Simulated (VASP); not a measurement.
# Zn (I4_1/amd) in VASP: a series of runs

Zn is run at these levels: PBE; tasks: relaxation of cell and atoms.

Everything below comes from runs of VASP 6.6.1. Logs are shortened: lines on timing, memory, paths and dates and some standing lists are left out, and cuts for length are marked.

### 1 The cell of the first run

It takes space group I4_1/amd (No. 141, tetragonal). Conventional cell: a = 4.317 Å, b = 4.317 Å, c = 2.374 Å, α = 90.00°, β = 90.00°, γ = 90.00°. Within 3.0 Å of Zn (site symmetry -4m2) lie 10 Zn at 2.24 to 2.80 Å.

### 2 Relaxation of cell and atoms, PBE, target pressure 54 GPa, at which the enthalpy is minimised

File INCAR:

```
SYSTEM = Zn
PREC = Accurate
ENCUT = 600
EDIFF = 1E-7
ISMEAR = -1
SIGMA = 0.05
LREAL = .FALSE.
LASPH = .TRUE.
NELM = 80
ALGO = Normal
ISIF = 3
LWAVE = .FALSE.
LCHARG = .FALSE.
GGA = PE
IBRION = 2
NSW = 60
EDIFFG = -0.005
PSTRESS = 540.0
```

File KPOINTS:

```
regular mesh
0
G
  18 18 18
  0 0 0
```

File POSCAR:

```
Zn
1.0
   -2.1583601732      2.1583601732      1.1870980953
    2.1583601732     -2.1583601732      1.1870980953
    2.1583601732      2.1583601732     -1.1870980953
Zn
2
Direct
   -0.3750000000     -0.1250000000     -0.2500000000
    0.3750000000      0.1250000000      0.2500000000
```

Potentials or basis: VASP PAW PBE potentials, release 64 (Zn).

Run with:

```console
$ cat potpaw_PBE.64/Zn/POTCAR > POTCAR
$ mpirun -np 1 vasp_std > vasp.out
```

OUTCAR:

```text
SYSTEM = Zn
   PREC = Accurate
   ENCUT = 600
   EDIFF = 1E-7
   ISMEAR = -1
   LREAL = .FALSE.
   LASPH = .TRUE.
   NELM = 80
   ISIF = 3
   GGA = PE
   IBRION = 2
   NSW = 60
   EDIFFG = -0.005
   PSTRESS = 540.0

 ion  position               nearest neighbor table
   1  0.625  0.875  0.750-   2 2.24   2 2.24   2 2.24   2 2.24   2 2.80   2 2.80   2 2.80   2 2.80

   2  0.375  0.125  0.250-   1 2.24   1 2.24   1 2.24   1 2.24   1 2.80   1 2.80   1 2.80   1 2.80

  LATTYP: Found a body centered tetragonal cell.
 ALAT       =     4.3167203464
 C/A-ratio  =     0.5500000000

  Lattice vectors:

 A1 = (  -2.1583601732,   2.1583601732,   1.1870980953)
 A2 = (   2.1583601732,  -2.1583601732,   1.1870980953)
 A3 = (   2.1583601732,   2.1583601732,  -1.1870980953)

Analysis of symmetry for initial positions (statically):
=====================================================================
 Subroutine PRICEL returns:
 Original cell was already a primitive cell.

 Routine SETGRP: Setting up the symmetry group for a
 body centered tetragonal supercell.

 Subroutine GETGRP returns: Found 16 space group operations
 (whereof  4 operations were pure point group operations)
 out of a pool of 16 trial point group operations.

The static configuration has the point symmetry C_2h.
 The point group associated with its full space group is D_4h.

Analysis of symmetry for dynamics (positions and initial velocities):
=====================================================================
 Subroutine PRICEL returns:
 Original cell was already a primitive cell.

 Routine SETGRP: Setting up the symmetry group for a
 body centered tetragonal supercell.

 Subroutine GETGRP returns: Found 16 space group operations
 (whereof  4 operations were pure point group operations)
 out of a pool of 16 trial point group operations.

The dynamic configuration has the point symmetry C_2h.
 The point group associated with its full space group is D_4h.

 Subroutine INISYM returns: Found 16 space group operations
 (whereof  4 operations are pure point group operations),
 and found     1 'primitive' translations

----------------------------------------------------------------------------------------

                                     Primitive cell

  volume of cell :      22.1205

  direct lattice vectors                    reciprocal lattice vectors
    -2.158360173  2.158360173  1.187098095     0.000000000  0.231657351  0.421195183
     2.158360173 -2.158360173  1.187098095     0.231657351  0.000000000  0.421195183
     2.158360173  2.158360173 -1.187098095     0.231657351  0.231657351  0.000000000

  length of vectors
     3.275093764  3.275093764  3.275093764     0.480697941  0.480697941  0.327612967

  position of ions in fractional coordinates (direct lattice)
     0.625000000  0.875000000  0.750000000
     0.375000000  0.125000000  0.250000000

  ion indices of the primitive-cell ions
   primitive index   ion index
                 1           1
                 2           2

----------------------------------------------------------------------------------------

 KPOINTS: regular mesh

Automatic generation of k-mesh.
 Grid dimensions read from file:
 generate k-points for:   18   18   18

 Generating k-lattice:

  Cartesian coordinates                     Fractional coordinates (reciprocal lattice)
     0.000000000  0.012869853  0.023399732     0.055555556  0.000000000 -0.000000000
     0.012869853  0.000000000  0.023399732     0.000000000  0.055555556 -0.000000000
     0.012869853  0.012869853  0.000000000     0.000000000  0.000000000  0.055555556

  Length of vectors
     0.026705441  0.026705441  0.018200720

  Shift w.r.t. Gamma in fractional coordinates (k-lattice)
     0.000000000  0.000000000  0.000000000

 Subroutine IBZKPT returns following result:
 ===========================================

 Found    480 irreducible k-points:

 Following reciprocal coordinates:
            Coordinates               Weight
  0.000000  0.000000  0.000000      1.000000
  0.055556 -0.000000  0.000000      8.000000
  0.111111 -0.000000  0.000000      8.000000
  0.166667  0.000000 -0.000000      8.000000
  0.222222  0.000000 -0.000000      8.000000
  0.277778  0.000000  0.000000      8.000000
[... 16 lines left out ...]
 -0.277778  0.055556  0.000000     16.000000
 -0.222222  0.055556  0.000000     16.000000
 [... further k-points ...]
   k-points           NKPTS =    480   k-points in BZ     NKDIM =    480   number of bands    NBANDS=     16
   number of dos      NEDOS =    301   number of ions     NIONS =      2
   total plane-waves  NPLWV =  21952
   dimension x,y,z NGX =    28 NGY =   28 NGZ =   28
   dimension x,y,z NGXF=    56 NGYF=   56 NGZF=   56
   ions per type =               2
   NGX,Y,Z   is equivalent  to a cutoff of  14.21, 14.21, 14.21 a.u.
   NGXF,Y,Z  is equivalent  to a cutoff of  28.43, 28.43, 28.43 a.u.
 SYSTEM =  Zn
   PREC   = accura    normal or accurate (medium, high low for compatibility)
   ISTART =      0    job   : 0-new  1-cont  2-samecut
   ICHARG =      2    charge: 1-file 2-atom 10-const
   ISPIN  =      1    spin polarized calculation?
   LNONCOLLINEAR =      F non collinear calculations
   LSORBIT =      F    spin-orbit coupling
   LASPH  =      T    aspherical Exc in radial PAW
   ENCUT  =  600.0 eV  44.10 Ry    6.64 a.u.   6.54  6.54  6.54*2*pi/ulx,y,z
   NELM   =     80;   NELMIN=  2; NELMDL= -5     # of ELM steps
   EDIFF  = 0.1E-06   stopping-criterion for ELM
   LREAL  =      F    real-space projection
   EDIFFG = -.5E-02   stopping-criterion for IOM
   NSW    =     60    number of steps for IOM
   IBRION =      2    ionic relax: 0-MD 1-quasi-New 2-CG
   NFREE  =      1    steps in history (QN), initial steepest desc. (CG)
   ISIF   =      3    stress and relaxation
   ISYM   =      2    0-nonsym 1-usesym 2-fastsym
   POTIM  = 0.5000    time-step for ionic-motion
   TEBEG  =    0.0;   TEEND  =   0.0 temperature during run
   PSTRESS=  540.0 pullay stress
   NELECT =      24.0000    total number of electrons
   NUPDOWN=      -1.0000    fix difference up-down
   EMIN   =  10.00;   EMAX   =-10.00  energy-range for DOS
   EFERMI =   0.00;   METHOD = LEGACY
   ISMEAR =    -1;   SIGMA  =   0.05  broadening in eV -4-tet -1-fermi 0-gaus
   EFERMI_NEDOS =   21; number of points for ismear=-14 and -15
   IALGO  =     38    algorithm
   IMIX   =      4    mixing-type and parameters
     AMIX     =   0.40;   BMIX     =  1.00
     AMIX_MAG =   1.60;   BMIX_MAG =  1.00
  volume/ion in A,a.u.               =      11.06        74.64
  Fermi-wavevector in a.u.,A,eV,Ry     =   1.682211  3.178918 38.502221  2.829833
  Thomas-Fermi vector in A             =   2.765630
   LORBIT       =      0    0 simple, 1 ext, 2 COOP (PROOUT), +10 PAW based schemes
   GGA     = PE    functional components
   LHFCALC =     F    Hartree Fock is set to
   AEXX    =    0.0000 exact exchange contribution
   IVDW    =     0    specifies the selected vdW correction
   LEPSILON=     F    determine dielectric tensor
   LRPA    =     F    only Hartree local field effects (RPA)
 conjugate gradient relaxation of ions
 non-spin polarized calculation
  energy-cutoff  :      600.00
  volume of cell :       22.12
 maximum number of plane-waves:       757
 NGX is ok and might be reduce to    28
   NGX = 13   NGY = 13   NGZ = 13

--------------------------------------- Ionic step        1  -------------------------------------------

 number of electron      23.9999997 magnetization

 Free energy of the ion-electron system (eV)
  ---------------------------------------------------
  ext. energy  EPLUGINS =         0.00000000
  ---------------------------------------------------
  free energy    TOTEN  =         0.08062545 eV

  energy without entropy =        0.08507289  energy(sigma->0) =        0.08284917

 E-fermi :   5.9125     XC(G=0): -13.2901

 val. band max:        5.9122381268   @ k =   0.3333   0.1111   0.0556
 cond. band min:       5.9210171853   @ k =  -0.1667  -0.3333   0.1111
 fundamental gap:      0.0087790585
 Fermi energy:         5.9124864978

 k-point     1 :       0.0000    0.0000    0.0000
  band No.  band energies     occupation
      1      -7.4559      2.00000
      2      -4.5500      2.00000
      3      -4.2084      2.00000
      4      -3.7659      2.00000
      5      -3.5674      2.00000
      6      -2.3800      2.00000
[... 433 lines left out ...]
      3      -4.0935      2.00000
      4      -3.4839      2.00000
      5      -3.3405      2.00000
      6      -2.8152      2.00000
[... 8 lines left out ...]
     15      16.6108      0.00000
     16      18.5185      0.00000

 [... further k-points ...]

------------------------ aborting loop because EDIFF is reached ----------------------------------------

  FORCE on cell =-STRESS in cart. coord.  units (eV):
  Direction    XX          YY          ZZ          XY          YZ          ZX
  --------------------------------------------------------------------------------------
  -------------------------------------------------------------------------------------
  Total       11.3353428     11.3353428      8.1740992      0.0000000      0.0000000      0.0000000
  in kB      821.0144530    821.0144530    592.0468143      0.0000000      0.0000000      0.0000000
  external PRESSURE =     204.6919067 kB  Pullay stress =     540.0000000 kB
[... 97 lines left out ...]
  energy  without entropy=       -0.6576980173  energy(sigma->0) =       -0.65964876

  enthalpy is  TOTEN    =         7.4037870829 eV   P V=        8.0653865952

[... ionic steps 4 to 10 ...]

--------------------------------------- Ionic step       11  -------------------------------------------

 number of electron      23.9999987 magnetization

------------------------ aborting loop because EDIFF is reached ----------------------------------------
[... 71 lines left out ...]
--------------------------------------- Ionic step       13  -------------------------------------------

 number of electron      23.9999987 magnetization

 Free energy of the ion-electron system (eV)
  ---------------------------------------------------
  ext. energy  EPLUGINS =         0.00000000
  ---------------------------------------------------
  free energy    TOTEN  =        -0.57897549 eV

  energy without entropy =       -0.57501298  energy(sigma->0) =       -0.57699424

 E-fermi :   5.2860     XC(G=0): -12.9128

 val. band max:        5.2850876531   @ k =  -0.1667  -0.3333   0.0556
 cond. band min:       5.2964895593   @ k =  -0.3889   0.3889   0.2222
 fundamental gap:      0.0114019062
 Fermi energy:         5.2859992377

 k-point     1 :       0.0000    0.0000    0.0000
  band No.  band energies     occupation
      1      -7.4476      2.00000
      2      -4.6629      2.00000
      3      -4.4150      2.00000
      4      -4.3668      2.00000
      5      -4.1555      2.00000
      6      -2.6593      2.00000
[... 433 lines left out ...]
      3      -4.2948      2.00000
      4      -3.9250      2.00000
      5      -3.8277      2.00000
      6      -3.1427      2.00000
[... 8 lines left out ...]
     15      14.9007      0.00000
     16      17.9901      0.00000

 [... further k-points ...]

------------------------ aborting loop because EDIFF is reached ----------------------------------------

  FORCE on cell =-STRESS in cart. coord.  units (eV):
  Direction    XX          YY          ZZ          XY          YZ          ZX
  --------------------------------------------------------------------------------------
  -------------------------------------------------------------------------------------
  Total        7.9484463      7.9484463      7.9508344      0.0000000     -0.0000000     -0.0000000
  in kB      540.3019334    540.3019334    540.4642635      0.0000000     -0.0000000     -0.0000000
  external PRESSURE =       0.3560434 kB  Pullay stress =     540.0000000 kB
[... 21 lines left out ...]
  energy  without entropy=       -0.5750129825  energy(sigma->0) =       -0.57699424

  enthalpy is  TOTEN    =         7.3650290251 eV   P V=        7.9440045186

 reached required accuracy - stopping structural energy minimisation
```

It took 33 min on 1 thread of Oxide Virtual Turin-like, shared host; peak memory 0.28 GiB.

Results:

| Quantity | Value |
| --- | --- |
| Free energy | -0.5790 eV |
| Relaxed volume | 11.78 Å³/atom |
| Relaxed cell | a = 3.402 Å, b = 3.402 Å, c = 3.402 Å, α = 96.55°, β = 96.55°, γ = 140.52° |
| Space group after relaxing (to 0.05 Å) | I4_1/amd (No. 141) |
| Energy change on relaxing (the enthalpy is what falls) | -329.8 meV/atom |
| Ionic steps | 13 |
| Pressure after relaxing | 54.0 GPa |
| Band gap on the k mesh | zero (band 12 reaches 10.18 eV, above the bottom of band 13 at 2.60 eV) |

The path:
| step | energy change (eV) | largest force (eV/Å) | pressure (GPa) | volume (Å³) |
| --- | --- | --- | --- | --- |
| 1 | 0.0000 | 0.0000 | 74.47 | 22.12 |
| 2 | -1.4523 | 0.0000 | 25.24 | 26.91 |
| 3 | -0.7422 | 0.0000 | 50.09 | 23.93 |
| 4 | -0.7208 | 0.0000 | 50.76 | 23.87 |
| 5 | -0.6571 | 0.0000 | 54.01 | 23.56 |
| 6 | -0.6453 | 0.0000 | 54.51 | 23.53 |
| 7 | -0.6477 | 0.0000 | 54.41 | 23.53 |
| 8 | -0.6770 | 0.0000 | 53.41 | 23.62 |
| 9 | -0.6597 | 0.0000 | 53.98 | 23.57 |
| 10 | -0.6602 | 0.0000 | 53.98 | 23.57 |
| 11 | -0.6612 | 0.0000 | 53.95 | 23.57 |
| 12 | -0.6605 | 0.0000 | 53.97 | 23.57 |
| 13 | -0.6596 | 0.0000 | 54.04 | 23.57 |

Final structure:
```cif
data_structure
_symmetry_space_group_name_H-M 'P 1'
_symmetry_Int_Tables_number 1
_cell_length_a 3.4024
_cell_length_b 3.4024
_cell_length_c 3.4024
_cell_angle_alpha 96.550
_cell_angle_beta 96.550
_cell_angle_gamma 140.521
_cell_volume 23.57
loop_
_atom_site_label
_atom_site_type_symbol
_atom_site_fract_x
_atom_site_fract_y
_atom_site_fract_z
_atom_site_occupancy
Zn1 Zn 0.62500 0.87500 0.75000 1
Zn2 Zn 0.37500 0.12500 0.25000 1
```

Levels at points of the mesh, in eV from the Fermi level:
```csv
k point,band 8,band 9,band 10,band 11,band 12,band 13,band 14,band 15,band 16
"(0.00, 0.00, 0.00)",-7.93,-7.93,-7.65,-7.28,1.08,1.08,5.66,6.88,16.19
"(0.50, 0.00, 0.00)",-7.86,-7.67,-7.46,-3.49,-1.13,2.88,3.87,6.55,7.46
"(0.50, 0.50, 0.00)",-7.99,-7.78,-7.78,-7.40,-7.40,6.19,6.19,8.81,8.81
"(0.50, 0.50, 0.50)",-7.90,-7.88,-7.88,-5.15,-5.15,-2.68,-2.68,17.31,17.31
```

Caveat: the cell is relaxed towards a set pressure, so the enthalpy falls and the energy may rise.

(Part 1 of 2 ends here.)
